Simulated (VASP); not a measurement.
# Cd (P6_3/mmc) in VASP: settings compared, part 2 of 2

VASP 6.6.1.

## (6) Single point, PBE

This run uses another cell than the first one, of 21.59 Å³/atom.

File INCAR:

```
SYSTEM = Cd
  ALGO = Normal
  EDIFF = 1E-7
  ENCUT = 520
  GGA = PE
  ISIF = 2
  ISMEAR = -1
  LASPH = .TRUE.
  LCHARG = .FALSE.
  LREAL = .FALSE.
  LWAVE = .FALSE.
  NBANDS = 19
  NELM = 60
  PREC = Accurate
  SIGMA = 0.05
```

File KPOINTS:

```
k-points
0
G
  9 9 4
  0 0 0
```

File POSCAR:

```
Cd
1.0
    2.9788700000      0.0000000000      0.0000000000
   -1.4894350000      2.5797770946      0.0000000000
    0.0000000000      0.0000000000      5.6176500000
Cd
2
Direct
    0.6666666667      0.3333333333      0.7500000000
    0.3333333333      0.6666666667      0.2500000000
```

Potentials or basis: VASP PAW PBE potentials, release 64 (Cd).

Launch:

```sh
$ cat potpaw_PBE.64/Cd/POTCAR > POTCAR
$ mpirun -np 1 vasp_std > vasp.out
```

OUTCAR:

```text
SYSTEM = Cd
   EDIFF = 1E-7
   ENCUT = 520
   GGA = PE
   ISIF = 2
   ISMEAR = -1
   LASPH = .TRUE.
   LREAL = .FALSE.
   NELM = 60
   PREC = Accurate

 ion  position               nearest neighbor table
   1  0.667  0.333  0.750-   2 3.29   2 3.29   2 3.29   2 3.29   2 3.29   2 3.29
   2  0.333  0.667  0.250-   1 3.29   1 3.29   1 3.29   1 3.29   1 3.29   1 3.29

  LATTYP: Found a hexagonal cell.
 ALAT       =     2.9788700000
 C/A-ratio  =     1.8858325472

  Lattice vectors:

 A1 = (   2.9788700000,   0.0000000000,   0.0000000000)
 A2 = (  -1.4894350000,   2.5797770946,   0.0000000000)
 A3 = (   0.0000000000,   0.0000000000,   5.6176500000)

Analysis of symmetry for initial positions (statically):
=====================================================================
 Subroutine PRICEL returns:
 Original cell was already a primitive cell.

 Routine SETGRP: Setting up the symmetry group for a
 hexagonal supercell.

 Subroutine GETGRP returns: Found 24 space group operations
 (whereof 12 operations were pure point group operations)
 out of a pool of 24 trial point group operations.
[... 161 lines left out ...]
  free energy    TOTEN  =        -1.43443172 eV

  energy without entropy =       -1.42285070  energy(sigma->0) =       -1.42864121

 E-fermi :   3.2217     XC(G=0): -11.0305

 val. band max:        3.2178439811   @ k =   0.4444   0.1111   0.5000
 cond. band min:       3.2652227602   @ k =   0.3333   0.2222   0.2500
 fundamental gap:      0.0473787791
 Fermi energy:         3.2217422652

 k-point     1 :       0.0000    0.0000    0.0000
  band No.  band energies     occupation
      1      -6.9094      2.00000
      2      -6.6430      2.00000
      3      -6.2774      2.00000
      4      -6.2774      2.00000
      5      -6.2263      2.00000
      6      -6.2263      2.00000
[... 505 lines left out ...]
      6      -6.1062      2.00000
[... 11 lines left out ...]
     18      10.8476      0.00000
     19      12.1847      0.00000

 [... further k-points ...]

------------------------ aborting loop because EDIFF is reached ----------------------------------------

  FORCE on cell =-STRESS in cart. coord.  units (eV):
  Direction    XX          YY          ZZ          XY          YZ          ZX
  --------------------------------------------------------------------------------------
  -------------------------------------------------------------------------------------
  Total        0.9644561      0.9644561      1.0683740      0.0000000      0.0000000      0.0000000
  in kB       35.7935383     35.7935383     39.6502095      0.0000000      0.0000000      0.0000000
  external PRESSURE =      37.0790953 kB  Pullay stress =       0.0000000 kB

 VOLUME and BASIS-vectors are now :
 -----------------------------------------------------------------------------
  energy-cutoff  :      520.00
  volume of cell :       43.17
      direct lattice vectors                 reciprocal lattice vectors
     2.978870000  0.000000000  0.000000000     0.335697765  0.193815195  0.000000000
    -1.489435000  2.579777095  0.000000000     0.000000000  0.387630389  0.000000000
     0.000000000  0.000000000  5.617650000     0.000000000  0.000000000  0.178010378

 POSITION                                       TOTAL-FORCE (eV/Angst)
 -----------------------------------------------------------------------------------
      1.48944      0.85993      4.21324         0.000000     -0.000000      0.000000
     -0.00000      1.71985      1.40441        -0.000000      0.000000     -0.000000
 -----------------------------------------------------------------------------------
    total drift:                               -0.000000      0.000000      0.000000

  FREE ENERGIE OF THE ION-ELECTRON SYSTEM (eV)
  ---------------------------------------------------
  free  energy   TOTEN  =        -1.4344317245 eV

  energy  without entropy=       -1.4228506986  energy(sigma->0) =       -1.42864121
```

OSZICAR:

```text
N       E                     dE             d eps       ncg     rms          rms(c)
DAV:   1     0.177646657631E+03    0.17765E+03   -0.13214E+04  1368   0.127E+03
DAV:   2     0.254594002041E+01   -0.17510E+03   -0.16982E+03  1431   0.336E+02
DAV:   3    -0.152887826907E+01   -0.40748E+01   -0.40661E+01  1555   0.584E+01
DAV:   4    -0.153630024299E+01   -0.74220E-02   -0.74216E-02  1560   0.231E+00
DAV:   5    -0.153632322511E+01   -0.22982E-04   -0.22982E-04  1507   0.126E-01    0.452E+00
DAV:   6    -0.143872612253E+01    0.97597E-01   -0.24112E-01  1491   0.591E+00    0.361E+00
DAV:   7    -0.143411441424E+01    0.46117E-02   -0.26858E-02  1528   0.155E+00    0.168E+00
DAV:   8    -0.143435192452E+01   -0.23751E-03   -0.34041E-03  1451   0.711E-01    0.898E-02
DAV:   9    -0.143439091584E+01   -0.38991E-04   -0.21656E-05  1579   0.490E-02    0.374E-02
DAV:  10    -0.143443179094E+01   -0.40875E-04   -0.34921E-05  1470   0.561E-02    0.395E-03
DAV:  11    -0.143443172448E+01    0.66460E-07   -0.51191E-08  1193   0.227E-03
   1 F= -.14344317E+01 E0= -.14286412E+01  d E =-.115810E-01
```

stdout:

```text
POSCAR found type information on POSCAR Cd
 POSCAR found :  1 types and       2 ions
 scaLAPACK will be used
 LDA part: xc-table for (Slater+PW92), standard interpolation
 POSCAR, INCAR and KPOINTS ok, starting setup
 FFT: planning ... GRIDC
 FFT: planning ... GRID_SOFT
 FFT: planning ... GRID
 WAVECAR not read
 entering main loop
```

Run time: 27 s. Hardware: 1 thread of Oxide Virtual Turin-like, shared host; peak memory 0.13 GiB.

What came out:

| Item | Value |
| --- | --- |
| Free energy | -1.4344 eV |
| Pressure | 3.7 GPa |
| Band gap on the k mesh | zero (bands 12 and 13 overlap by 4.07 eV) |

Caveat: the cell stands under pressure.

## (7) Summary

| level | spin | cell | k mesh | gap on the mesh (eV) | pressure (GPa) |
| --- | --- | --- | --- | --- | --- |
| r2SCAN | off | a = 3.037, b = 3.037, c = 5.728 Å, angles 90.0, 90.0, 120.0°, 2 atoms | 10 × 10 × 5 | none | -2.2 |
| PBEsol | non-collinear, zero start, SOC | a = 2.979, b = 2.979, c = 5.618 Å, angles 90.0, 90.0, 120.0°, 2 atoms | 10 × 10 × 5 | - | -1.3 |
| PBE | off | a = 2.979, b = 2.979, c = 5.618 Å, angles 90.0, 90.0, 120.0°, 2 atoms | 7 × 7 × 4 | none | 3.0 |
| PBE | off | a = 2.979, b = 2.979, c = 5.618 Å, angles 90.0, 90.0, 120.0°, 2 atoms | 9 × 9 × 4 | none | 3.7 |

Alike in all rows: task single point; potentials or basis VASP PAW PBE potentials, release 64 (Cd); cutoff (eV) 520; smearing fermi-dirac 0.05 eV.

Caveats: the PAW data sets were made with another functional, which shifts forces and pressure a little (at least some runs); the cell stands under pressure (at least some runs).

Absolute energies hang on the potentials; compare differences alone.
